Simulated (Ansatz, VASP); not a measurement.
# Zr3Ag in VASP and in Ansatz

The input INCAR:

```
ALGO = Normal
EDIFF = 1E-7
ENCUT = 520
ISIF = 2
ISMEAR = -1
LASPH = True
LCHARG = False
LREAL = False
LWAVE = False
NBANDS = 32
NELM = 80
PREC = Accurate
SIGMA = 0.15
```

File KPOINTS:

```
k-points
0
Gamma
  5 5 5
```

POSCAR

```
Zr3Ag
1.0
    4.4165000000      0.0000000000      0.0000000000
    0.0000000000      4.4165000000      0.0000000000
    0.0000000000      0.0000000000      4.4165000000
Zr Ag
3 1
Direct
    0.5000000000      0.5000000000      0.0000000000
    0.0000000000      0.5000000000      0.5000000000
    0.5000000000      0.0000000000      0.5000000000
    0.0000000000      0.0000000000      0.0000000000
```

Input for Ansatz:

```yaml
crystal:
  lattice:
    - [4.4165, 0.0, 0.0]
    - [0.0, 4.4165, 0.0]
    - [0.0, 0.0, 4.4165]
  atoms:
    - { symbol: Zr, position: [0.5, 0.5, 0.0] }
    - { symbol: Zr, position: [0.0, 0.5, 0.5] }
    - { symbol: Zr, position: [0.5, 0.0, 0.5] }
    - { symbol: Ag, position: [0.0, 0.0, 0.0] }
kpoints:
  mp_grid:
    grid: [5, 5, 5]
hamiltonian:
  xc: lda
  pseudopotentials:
    kind: all_electron
    lapw: {}
scf:
  occupations:
    method: fermi_dirac
    width: 0.15
output:
  forces: true
  stress: true
  eigenvalues: true
```

Alike in both runs: task single point; functional LDA; k mesh 5 × 5 × 5; occupations fermi-dirac, width 0.15 eV; no spin polarisation.

```csv
,VASP,Ansatz
version,VASP 6.6.1,Ansatz 0.2.0
potentials or method,"VASP PAW LDA potentials, release 64 (Zr_sv, Ag), cutoff 520 eV",all-electron (LAPW or listed datasets)
```

```csv
,VASP,Ansatz,Ansatz less VASP
gap on the k mesh at the Fermi level (eV),none,none,-
pressure (GPa),-7.6,-7.7,-0.13
```

LDA's correlation is that of Perdew and Zunger in VASP and of Perdew and Wang (1992) in Ansatz. A gap of «none» marks a metal or a gap that the smearing closes. Ansatz ran all-electron here, and VASP with PAW potentials.
